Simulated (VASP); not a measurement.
Set up this calculation in VASP 6.6.1, as the native input.

```
Task                   : relaxation of cell and atoms
Functional             : PBEsol
Potentials or basis    : VASP PAW PBE potentials, release 64 (P, B)
Cutoff                 : 600 eV
k mesh                 : 10 × 10 × 10
Occupations            : fermi-dirac, width 0.05 eV
Spin                   : no spin polarisation
Target pressure        : 10 GPa
Dipole correction      : no
Further INCAR settings : ALGO = Normal; EDIFF = 1e-07; IBRION = 2; EDIFFG = -0.02; NSW = 80; ISIF = 3
```

The structure of BP lies in POSCAR:

```
BP
1.0
    0.0000000000      2.2690000000      2.2690000000
    2.2690000000      0.0000000000      2.2690000000
    2.2690000000      2.2690000000      0.0000000000
P B
1 1
Direct
    0.7500000000      0.7500000000      0.7500000000
    0.0000000000      0.0000000000      0.0000000000
```

One way to write it, as run:

INCAR

```
SYSTEM = BP
  PREC = Accurate
  ENCUT = 600
  EDIFF = 1E-7
  ISMEAR = -1
  SIGMA = 0.05
  LREAL = .False.
  LASPH = .True.
  NELM = 80
  ALGO = Normal
  ISIF = 3
  LWAVE = .False.
  LCHARG = .False.
  GGA = PS
  IBRION = 2
  NSW = 80
  EDIFFG = -0.02
  PSTRESS = 100.0
```

KPOINTS

```
regular mesh
0
Gamma
  10 10 10
  0 0 0
```

Potentials or basis: VASP PAW PBE potentials, release 64 (P, B).

Run with:

```sh
$ cat potpaw_PBE.64/P/POTCAR potpaw_PBE.64/B/POTCAR > POTCAR
$ mpirun -np 1 vasp_std > vasp.out
```

It gave:

* Relaxed volume: 10.96 Å³/atom
* Relaxed cell: a = 3.141 Å, b = 3.141 Å, c = 3.141 Å, α = 60.00°, β = 60.00°, γ = 60.00°
* Space group after relaxing (to 0.1 Å): F-43m (No. 216)
* Energy change on relaxing (the run minimises the enthalpy): +16.8 meV/atom
* Ionic steps: 3
* Pressure after relaxing: 9.9 GPa
* Band gap on the k mesh: 1.05 eV (least direct gap 3.46 eV)

Caveat: the cell is relaxed towards a set pressure, so the run minimises the enthalpy, not the energy; the PAW data sets were made with another functional, which shifts forces and pressure a little.

Wall time 45 s on 1 thread of Intel Xeon 8259CL (shared host), peak memory 0.16 GiB.
